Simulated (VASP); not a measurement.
Crystal: Na.

```
Na
1.0
     3.76824    0.00000    0.00000
    -1.88412    3.26339    0.00000
     0.00000    0.00000    6.15479
Na
2
Direct
  0.33333 0.66667 0.75000
  0.66667 0.33333 0.25000
```

| Property | Result |
| --- | --- |
| Program | VASP 6.6.1 |
| Task | relaxation of cell and atoms |
| Functional | PBE |
| Potentials or basis | VASP PAW PBE potentials, release 64 (Na_pv) |
| Cutoff | 600 eV |
| k mesh | 6 × 6 × 4 |
| Occupations | gaussian, width 0.05 eV |
| Spin | no spin polarisation |

At the start: pressure -0.2 GPa; volume 37.84 Å³/atom.

Question: How do energy, volume and symmetry change on relaxing?

Answer: Over 3 steps the energy falls by 2.7 meV/atom and the volume is 36.94 Å³/atom (-2.4 %); space group P6_3/mmc (No. 194, to 0.05 Å).

Step by step:
| step | energy change (eV) | largest force (eV/Å) | pressure (GPa) | volume (Å³) |
| --- | --- | --- | --- | --- |
| 1 | 0.0000 | 0.0000 | -0.17 | 75.69 |
| 2 | -0.0023 | 0.0000 | -0.14 | 75.24 |
| 3 | -0.0053 | 0.0000 | 0.03 | 73.89 |

Final structure:
```cif
data_structure
_symmetry_space_group_name_H-M 'P 1'
_symmetry_Int_Tables_number 1
_cell_length_a 3.7823
_cell_length_b 3.7823
_cell_length_c 5.9638
_cell_angle_alpha 90.000
_cell_angle_beta 90.000
_cell_angle_gamma 120.000
_cell_volume 73.89
loop_
_atom_site_label
_atom_site_type_symbol
_atom_site_fract_x
_atom_site_fract_y
_atom_site_fract_z
_atom_site_occupancy
Na1 Na 0.33333 0.66667 0.75000 1
Na2 Na 0.66667 0.33333 0.25000 1
```
